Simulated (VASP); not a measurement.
The system is TaGaMo3.

```
Ta Ga Mo
1.0
     4.17251    0.00000    0.00000
     0.00000    4.17251    0.00000
     0.00000    0.00000    4.17251
Ta Ga Mo
1 1 3
Direct
  0.50000 0.50000 0.50000
  0.00000 0.00000 0.00000
  0.00000 0.50000 0.50000
  0.50000 0.50000 0.00000
  0.50000 0.00000 0.50000
```

```yaml
Program: VASP 6.6.1
Task: relaxation of cell and atoms
Functional: PBE
Potentials_or_basis: VASP PAW PBE potentials, release 64 (Ta_pv, Ga_d, Mo_sv)
Cutoff: 600 eV
k_mesh: 4 × 4 × 4
Occupations: gaussian, width 0.1 eV
Spin: no spin polarisation
```

At the start: pressure 107.5 GPa; volume 14.53 Å³/atom.

**Question.** How do energy, volume and symmetry change on relaxing?

**Answer.** Over 21 steps the energy falls by 1624.2 meV/atom and the volume is 21.53 Å³/atom (+48.2 %); space group Pm-3m (No. 221, to 0.05 Å).

The path:
| step | energy change (eV) | largest force (eV/Å) | pressure (GPa) | volume (Å³) |
| --- | --- | --- | --- | --- |
| 1 | 0.0000 | 0.0000 | 107.46 | 72.64 |
| 2 | 3.5807 | 0.0000 | -15.24 | 230.80 |
| 3 | 1054.9514 | 0.0000 | -19.07 | 117.97 |
| 4 | 35.8955 | 0.0000 | 63.23 | 106.55 |
| 5 | -6.8949 | 0.0000 | -3.76 | 115.04 |
| 6 | -7.9206 | 0.0000 | -4.83 | 114.06 |
| 7 | -8.1056 | 0.0000 | -2.12 | 110.26 |
| 8 | -8.1208 | 0.0000 | -0.45 | 108.39 |
| 9 | -8.1211 | 0.0000 | 0.34 | 107.58 |
| 10 | -8.1211 | 0.0000 | 0.34 | 107.59 |
| 11 | -8.1212 | 0.0000 | 0.32 | 107.59 |
| 12 | -8.1212 | 0.0000 | 0.31 | 107.59 |
| 13 | -8.1212 | 0.0000 | 0.32 | 107.59 |
| 14 | -8.1212 | 0.0000 | 0.32 | 107.59 |
| 15 | -8.1212 | 0.0000 | 0.32 | 107.59 |
| 16 | -8.1212 | 0.0000 | 0.32 | 107.60 |
| 17 | -8.1212 | 0.0000 | 0.32 | 107.60 |
| 18 | -8.1212 | 0.0000 | 0.33 | 107.60 |
| 19 | -8.1212 | 0.0000 | 0.31 | 107.60 |
| 20 | -8.1212 | 0.0000 | 0.31 | 107.61 |
| 21 | -8.1212 | 0.0000 | 0.29 | 107.63 |

Final structure:
```
CELL_PARAMETERS angstrom
4.75672 0.00000 0.00000
0.00000 4.75672 0.00000
0.00000 0.00000 4.75672
ATOMIC_POSITIONS crystal
Ta 0.50000 0.50000 0.50000
Ga 0.00000 0.00000 0.00000
Mo 0.00000 0.50000 0.50000
Mo 0.50000 0.50000 0.00000
Mo 0.50000 0.00000 0.50000
```

Caveat: the k points lie up to 0.33 Å⁻¹ apart in the final cell; the volume moved by over 15 % at a fixed basis, so the end points are rough.
